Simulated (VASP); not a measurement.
Write the native input for VASP 6.6.1 that does the following.

```yaml
Task: single point
Functional: PBE
Potentials_or_basis: VASP PAW PBE potentials, release 64 (Ti_sv)
Cutoff: 520 eV
k_mesh: 14 × 14 × 14
Occupations: gaussian, width 0.15 eV
Spin: no spin polarisation
Dipole_correction: no
Further_INCAR_settings: ALGO = Fast; EDIFF = 1e-06; NBANDS = 19
```

The structure of Ti lies in POSCAR:

```
Ti
1.0
    0.0000000000     -3.2552372153      0.0000000000
   -3.2552372153      0.0000000000      0.0000000000
    0.0000000000      0.0000000000     -3.2552372153
Ti
2
Direct
    0.5000000000      0.5355734444      0.5000000000
    0.0000000000     -0.0355734444      0.0000000000
```

This cell differs from its parent crystal: mode 4 frozen in at -0.116 Å and mode 5 at +0.000 Å (largest displacements).

The input as run:

INCAR

```
SYSTEM = Ti
PREC = Accurate
ENCUT = 520
EDIFF = 1E-6
ISMEAR = 0
SIGMA = 0.15
LREAL = .False.
LASPH = .True.
NELM = 60
ALGO = Fast
ISIF = 2
LWAVE = .False.
LCHARG = .False.
GGA = PE
NBANDS = 19
```

KPOINTS

```
regular mesh
0
Gamma
  14 14 14
  0 0 0
```

Potentials or basis: VASP PAW PBE potentials, release 64 (Ti_sv).

Command:

```bash
$ cat potpaw_PBE.64/Ti_sv/POTCAR > POTCAR
$ mpirun -np 1 vasp_std > vasp.out
```

Results of the run:

```json
{
  "Pressure": "1.2 GPa",
  "Largest force": "1.082 eV/Å",
  "Band gap on the k mesh": "zero (band 12 reaches 9.21 eV, above the bottom of band 13 at 7.69 eV)"
}
```

Caveat: the cell differs from its parent crystal (mode 4 frozen in at -0.116 Å and mode 5 at +0.000 Å (largest displacements)); forces of over 1 eV/Å act on the atoms, so gaps and moduli don't describe the material at rest.

Wall time 3.7 min on 1 thread of Intel(R) Xeon(R) Platinum 8259CL CPU @ 2.50GHz (Skylake/Cascade Lake), on a shared host, peak memory 0.26 GiB.
